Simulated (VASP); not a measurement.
# Ga2O3 (P1) in VASP: single point with r2SCAN

Aim: the single point of Ga2O3 with r2SCAN.

All numbers are computed with VASP 6.6.1; they aren't measurements. Logs are shortened: lines on timing, memory, paths and dates and some standing lists are left out, and cuts for length are marked.

**1. The cell of the first run**

The typed cell holds 10 atoms: a = 5.325 Å, b = 5.325 Å, c = 5.325 Å, α = 55.81°, β = 55.81°, γ = 55.81°.

**2. Single point, r2SCAN (all Ga atoms moved +0.050 Å, as atom 1 along Cartesian [1 1 1])**

File POSCAR:

```
Ga2O3
1.0
    2.4923023535      1.4389314347      4.4806666158
   -2.4923023535      1.4389314347      4.4806666158
    0.0000000000     -2.8778628693      4.4806666158
Ga O
4 6
Direct
    0.3666848723      0.3551022032      0.3508626521
    0.1558801757      0.1442975066      0.1400579555
    0.6558801757      0.6442975066      0.6400579555
    0.8666848723      0.8551022032      0.8508626521
    0.5536262452      0.9463737548      0.2500000000
    0.2500000000      0.5536262452      0.9463737548
    0.9463737548      0.2500000000      0.5536262452
    0.4463737548      0.0536262452      0.7500000000
    0.7500000000      0.4463737548      0.0536262452
    0.0536262452      0.7500000000      0.4463737548
```

File INCAR.step1:

```
ALGO = Normal
EDIFF = 1E-4
ENCUT = 520
GGA = PE
ISMEAR = 0
LASPH = True
LCHARG = False
LREAL = False
LWAVE = True
NBANDS = 55
NELM = 60
PREC = Accurate
SIGMA = 0.05
```

File INCAR.step2:

```
ALGO = Normal
EDIFF = 1E-6
ENCUT = 520
ISIF = 2
ISMEAR = 0
ISTART = 1
LASPH = True
LCHARG = False
LMIXTAU = True
LREAL = False
LWAVE = False
METAGGA = R2SCAN
NBANDS = 55
NELM = 60
PREC = Accurate
SIGMA = 0.05
```

File KPOINTS:

```
k-points
0
Gamma
  6 6 6
```

Potentials or basis: VASP PAW PBE potentials, release 64 (Ga_d, O).

Started as:

```console
$ cat potpaw_PBE.64/Ga_d/POTCAR potpaw_PBE.64/O/POTCAR > POTCAR
$ cp INCAR.step1 INCAR
$ mpirun -np 1 vasp_std > vasp.out
$ cp INCAR.step2 INCAR
$ mpirun -np 1 vasp_std > vasp.out
```

OUTCAR:

```text
EDIFF = 1E-6
   ENCUT = 520
   ISIF = 2
   ISMEAR = 0
   ISTART = 1
   LASPH = True
   LREAL = False
   METAGGA = R2SCAN
   NELM = 60
   PREC = Accurate

 ion  position               nearest neighbor table
   1  0.367  0.355  0.351-   9 1.88   8 1.92  10 1.94   5 2.07   6 2.09   7 2.12   2 2.83
   2  0.156  0.144  0.140-   8 1.90  10 1.95   9 1.96   5 2.03   6 2.05   7 2.08   1 2.83
   3  0.656  0.644  0.640-   7 1.91   5 1.93   6 1.97  10 2.02   9 2.06   8 2.08   4 2.83
   4  0.867  0.855  0.851-   6 1.89   7 1.90   5 1.95  10 2.06   9 2.10   8 2.11   3 2.83
   5  0.554  0.946  0.250-   3 1.93   4 1.95   2 2.03   1 2.07
   6  0.250  0.554  0.946-   4 1.89   3 1.97   2 2.05   1 2.09
   7  0.946  0.250  0.554-   4 1.90   3 1.91   2 2.08   1 2.12
   8  0.446  0.054  0.750-   2 1.90   1 1.92   3 2.08   4 2.11
   9  0.750  0.446  0.054-   1 1.88   2 1.96   3 2.06   4 2.10
  10  0.054  0.750  0.446-   1 1.94   2 1.95   3 2.02   4 2.06

  LATTYP: Found a trigonal (rhomboedric) cell.
 ALAT       =     5.3252669433
 COS(alpha) =     0.5619247826

  Lattice vectors:

 A1 = (   2.4923023535,   1.4389314347,   4.4806666158)
 A2 = (  -2.4923023535,   1.4389314347,   4.4806666158)
 A3 = (   0.0000000000,  -2.8778628693,   4.4806666158)

Analysis of symmetry for initial positions (statically):
=====================================================================
 Subroutine PRICEL returns:
 Original cell was already a primitive cell.

 Routine SETGRP: Setting up the symmetry group for a
 trigonal (rhombohedral) supercell.

 Subroutine GETGRP returns: Found  1 space group operations
 (whereof  1 operations were pure point group operations)
 out of a pool of 12 trial point group operations.

The static configuration has the point symmetry C_1 .

Analysis of symmetry for dynamics (positions and initial velocities):
=====================================================================
 Subroutine PRICEL returns:
 Original cell was already a primitive cell.

 Routine SETGRP: Setting up the symmetry group for a
 trigonal (rhombohedral) supercell.

 Subroutine GETGRP returns: Found  1 space group operations
 (whereof  1 operations were pure point group operations)
 out of a pool of 12 trial point group operations.

The dynamic configuration has the point symmetry C_1 .

 Subroutine INISYM returns: Found  1 space group operations
 (whereof  1 operations are pure point group operations),
 and found     1 'primitive' translations

----------------------------------------------------------------------------------------

                                     Primitive cell

  volume of cell :      96.4128

  direct lattice vectors                    reciprocal lattice vectors
     2.492302353  1.438931435  4.480666616     0.200617714  0.115826691  0.074393692
    -2.492302353  1.438931435  4.480666616    -0.200617714  0.115826691  0.074393692
     0.000000000 -2.877862869  4.480666616     0.000000000 -0.231653382  0.074393692

  length of vectors
     5.325266943  5.325266943  5.325266943     0.243305797  0.243305797  0.243305797

  position of ions in fractional coordinates (direct lattice)
     0.366684872  0.355102203  0.350862652
     0.155880176  0.144297507  0.140057955
     0.655880176  0.644297507  0.640057955
     0.866684872  0.855102203  0.850862652
     0.553626245  0.946373755  0.250000000
     0.250000000  0.553626245  0.946373755
     0.946373755  0.250000000  0.553626245
     0.446373755  0.053626245  0.750000000
     0.750000000  0.446373755  0.053626245
     0.053626245  0.750000000  0.446373755

  ion indices of the primitive-cell ions
   primitive index   ion index
                 1           1
                 2           2
                 3           3
                 4           4
                 5           5
                 6           6
                 7           7
                 8           8
                 9           9
                10          10

----------------------------------------------------------------------------------------

 KPOINTS: k-points

Automatic generation of k-mesh.
 Grid dimensions read from file:
 generate k-points for:    6    6    6

 Generating k-lattice:

  Cartesian coordinates                     Fractional coordinates (reciprocal lattice)
     0.033436286  0.019304449  0.012398949     0.166666667  0.000000000  0.000000000
    -0.033436286  0.019304449  0.012398949     0.000000000  0.166666667  0.000000000
     0.000000000 -0.038608897  0.012398949    -0.000000000 -0.000000000  0.166666667

  Length of vectors
     0.040550966  0.040550966  0.040550966

  Shift w.r.t. Gamma in fractional coordinates (k-lattice)
     0.000000000  0.000000000  0.000000000

 Subroutine IBZKPT returns following result:
 ===========================================

 Found    112 irreducible k-points:

 Following reciprocal coordinates:
            Coordinates               Weight
  0.000000  0.000000  0.000000      1.000000
  0.166667 -0.000000 -0.000000      2.000000
 -0.000000  0.166667 -0.000000      2.000000
 -0.000000 -0.000000  0.166667      2.000000
  0.333333  0.000000 -0.000000      2.000000
  0.000000  0.333333 -0.000000      2.000000
[... 16 lines left out ...]
 -0.166667  0.500000 -0.000000      2.000000
  0.166667 -0.000000  0.500000      2.000000
 [... further k-points ...]
   k-points           NKPTS =    112   k-points in BZ     NKDIM =    112   number of bands    NBANDS=     55
   number of dos      NEDOS =    301   number of ions     NIONS =     10
   total plane-waves  NPLWV =  64000
   dimension x,y,z NGX =    40 NGY =   40 NGZ =   40
   dimension x,y,z NGXF=    80 NGYF=   80 NGZF=   80
   ions per type =               4   6
   NGX,Y,Z   is equivalent  to a cutoff of  12.49, 12.49, 12.49 a.u.
   NGXF,Y,Z  is equivalent  to a cutoff of  24.97, 24.97, 24.97 a.u.
 SYSTEM =  unknown system
   PREC   = accura    normal or accurate (medium, high low for compatibility)
   ISTART =      1    job   : 0-new  1-cont  2-samecut
   ICHARG =      0    charge: 1-file 2-atom 10-const
   ISPIN  =      1    spin polarized calculation?
   LNONCOLLINEAR =      F non collinear calculations
   LSORBIT =      F    spin-orbit coupling
   LASPH  =      T    aspherical Exc in radial PAW
   ENCUT  =  520.0 eV  38.22 Ry    6.18 a.u.   9.90  9.90  9.90*2*pi/ulx,y,z
   NELM   =     60;   NELMIN=  2; NELMDL=  0     # of ELM steps
   EDIFF  = 0.1E-05   stopping-criterion for ELM
   LREAL  =      F    real-space projection
   EDIFFG = 0.1E-04   stopping-criterion for IOM
   NSW    =      0    number of steps for IOM
   IBRION =     -1    ionic relax: 0-MD 1-quasi-New 2-CG
   NFREE  =      0    steps in history (QN), initial steepest desc. (CG)
   ISIF   =      2    stress and relaxation
   ISYM   =      2    0-nonsym 1-usesym 2-fastsym
   POTIM  = 0.5000    time-step for ionic-motion
   TEBEG  =    0.0;   TEEND  =   0.0 temperature during run
   PSTRESS=    0.0 pullay stress
   NELECT =      88.0000    total number of electrons
   NUPDOWN=      -1.0000    fix difference up-down
   EMIN   =  10.00;   EMAX   =-10.00  energy-range for DOS
   EFERMI =   0.00;   METHOD = LEGACY
   ISMEAR =     0;   SIGMA  =   0.05  broadening in eV -4-tet -1-fermi 0-gaus
   EFERMI_NEDOS =   21; number of points for ismear=-14 and -15
   IALGO  =     38    algorithm
   IMIX   =      4    mixing-type and parameters
     AMIX     =   0.40;   BMIX     =  1.00
     AMIX_MAG =   1.60;   BMIX_MAG =  1.00
  volume/ion in A,a.u.               =       9.64        65.06
  Fermi-wavevector in a.u.,A,eV,Ry     =   1.588026  3.000933 34.311514  2.521825
  Thomas-Fermi vector in A             =   2.687093
   LORBIT       =      0    0 simple, 1 ext, 2 COOP (PROOUT), +10 PAW based schemes
   METAGGA = R2SCAN    functional components
   LHFCALC =     F    Hartree Fock is set to
   AEXX    =    0.0000 exact exchange contribution
   IVDW    =     0    specifies the selected vdW correction
   LEPSILON=     F    determine dielectric tensor
   LRPA    =     F    only Hartree local field effects (RPA)
 non-spin polarized calculation
 Gauss-broadening in eV      SIGMA  =   0.05
  energy-cutoff  :      520.00
  volume of cell :       96.41
 maximum number of plane-waves:      2610
   NGX = 19   NGY = 19   NGZ = 19

 number of electron      87.9999996 magnetization

 Free energy of the ion-electron system (eV)
  ---------------------------------------------------
  ext. energy  EPLUGINS =         0.00000000
  ---------------------------------------------------
  free energy    TOTEN  =      -102.27768420 eV

  energy without entropy =     -102.27768420  energy(sigma->0) =     -102.27768420

 E-fermi :   4.4058     XC(G=0): -13.1590

 val. band max:        4.1311151139   @ k =  -0.0000  -0.1667   0.1667
 cond. band min:       7.6693101953   @ k =   0.0000   0.0000   0.0000
 fundamental gap:      3.5381950814
 Fermi energy:         4.4057677664

 k-point     1 :       0.0000    0.0000    0.0000
  band No.  band energies     occupation
      1     -15.8023      2.00000
      2     -13.8416      2.00000
      3     -13.8252      2.00000
      4     -13.8122      2.00000
      5     -13.7887      2.00000
      6     -13.7627      2.00000
[... 47 lines left out ...]
     54      16.2622      0.00000
     55      17.5023      0.00000

 k-point     2 :       0.1667   -0.0000   -0.0000
  band No.  band energies     occupation
      1     -15.6783      2.00000
      2     -13.9739      2.00000
      3     -13.8378      2.00000
      4     -13.8325      2.00000
      5     -13.7888      2.00000
      6     -13.7714      2.00000
[... 47 lines left out ...]
     54      16.8704      0.00000
     55      17.2985      0.00000

 k-point     3 :      -0.0000    0.1667   -0.0000
  band No.  band energies     occupation
      1     -15.6783      2.00000
      2     -13.9731      2.00000
      3     -13.8374      2.00000
      4     -13.8286      2.00000
      5     -13.8043      2.00000
      6     -13.7609      2.00000
[... 1152 lines left out ...]
 k-point    23 :      -0.1667    0.5000   -0.0000
  band No.  band energies     occupation
      1     -14.9600      2.00000
      2     -14.6065      2.00000
      3     -13.9653      2.00000
      4     -13.9190      2.00000
      5     -13.8452      2.00000
      6     -13.7536      2.00000
[... 47 lines left out ...]
     54      17.2513      0.00000
     55      17.4238      0.00000

 k-point    24 :       0.1667   -0.0000    0.5000
  band No.  band energies     occupation
      1     -14.9604      2.00000
      2     -14.6062      2.00000
      3     -13.9642      2.00000
      4     -13.9157      2.00000
      5     -13.8480      2.00000
      6     -13.7553      2.00000
[... 47 lines left out ...]
     54      17.2558      0.00000
     55      17.4175      0.00000

 [... further k-points ...]
[... 5 lines left out ...]
  --------------------------------------------------------------------------------------
  -------------------------------------------------------------------------------------
  Total        1.4524370      1.4593569      1.0686436      0.0396049      0.1525171      0.1006883
  in kB       24.1364382     24.2514328     17.7586014      0.6581492      2.5345117      1.6732268
  external PRESSURE =      22.0488241 kB  Pullay stress =       0.0000000 kB

 VOLUME and BASIS-vectors are now :
 -----------------------------------------------------------------------------
  energy-cutoff  :      520.00
  volume of cell :       96.41
      direct lattice vectors                 reciprocal lattice vectors
     2.492302353  1.438931435  4.480666616     0.200617714  0.115826691  0.074393692
    -2.492302353  1.438931435  4.480666616    -0.200617714  0.115826691  0.074393692
     0.000000000 -2.877862869  4.480666616     0.000000000 -0.231653382  0.074393692

 POSITION                                       TOTAL-FORCE (eV/Angst)
 -----------------------------------------------------------------------------------
      0.02887      0.02887      4.80619        -0.312447     -0.408092     -0.250669
      0.02887      0.02887      1.97255        -0.361741     -0.316773     -0.139548
      0.02887      0.02887      8.69355        -0.289889     -0.341115     -0.144042
      0.02887      0.02887     11.52719        -0.377810     -0.283411     -0.243637
     -0.97885      1.43893      7.84117         0.152839      0.152454      0.037376
     -0.75673     -1.56717      7.84117         0.398409      0.207308      0.285428
      1.73557      0.12824      7.84117         0.118372      0.236255      0.065568
      0.97885     -1.43893      5.60083         0.204206      0.177573     -0.019214
      0.75673      1.56717      5.60083         0.350605      0.381434      0.301854
     -1.73557     -0.12824      5.60083         0.117458      0.194366      0.106881
 -----------------------------------------------------------------------------------
    total drift:                                0.009713      0.000648      0.002706

  FREE ENERGIE OF THE ION-ELECTRON SYSTEM (eV)
  ---------------------------------------------------
  free  energy   TOTEN  =      -102.2776842005 eV

  energy  without entropy=     -102.2776842005  energy(sigma->0) =     -102.27768420
```

Run time: 32 min. Hardware: 1 thread of Intel Xeon 6975P-C, shared host; peak memory 0.55 GiB.

What came out:

```yaml
Free_energy: -102.2777 eV
Pressure: 2.2 GPa
Largest_force: 0.600 eV/Å
Band_gap_on_the_k_mesh: 3.54 eV, indirect (least direct gap 3.79 eV)
```

Forces in eV/Å, atoms in the order of the input:
```
Ga  -0.312 -0.408 -0.251
Ga  -0.362 -0.317 -0.140
Ga  -0.290 -0.341 -0.144
Ga  -0.378 -0.283 -0.244
O    0.153  0.152  0.037
O    0.398  0.207  0.285
O    0.118  0.236  0.066
O    0.204  0.178 -0.019
O    0.351  0.381  0.302
O    0.117  0.194  0.107
```

Caveat: the cell differs from its parent crystal (all Ga atoms moved +0.050 Å, as atom 1 along Cartesian [1 1 1]); the PAW data sets were made with another functional, which shifts forces and pressure a little. A k mesh can miss the band edges.
